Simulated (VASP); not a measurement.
A run of VASP 6.6.1 is set up as follows.

Contents of INCAR:

```
SYSTEM = Nb
PREC = Accurate ; ENCUT = 520
EDIFF = 1E-8 ; ISMEAR = -1
SIGMA = 0.08 ; LREAL = .False.
LASPH = .True. ; NELM = 60
ALGO = Normal ; ISIF = 2
LWAVE = .False. ; LCHARG = .False.
GGA = PE ; LEFG = .True.
ISYM = 0 ; NBANDS = 12
```

Contents of KPOINTS:

```
Automatic mesh
0
Gamma
  13 13 13
  0.5 0.5 0.5
```

Contents of POSCAR:

```
Nb
1.0
    0.0000000000      2.1324801315      2.1324801315
    2.1324801315      0.0000000000      2.1324801315
    2.1324801315      2.1324801315      0.0000000000
Nb
1
Direct
    0.0000000000      0.0000000000      0.0000000000
```

Potentials or basis: VASP PAW PBE potentials, release 64 (Nb_sv).

Run with:

```sh
$ cat potpaw_PBE.64/Nb_sv/POTCAR > POTCAR
$ mpirun -np 1 vasp_std > vasp.out
```

(1) What does it give for the pressure?

Answers

(1) -5.3 GPa.

Caveat: without QUAD_EFG the Cq values of the log hold for a quadrupole moment of 1 mb, not for the nuclei.
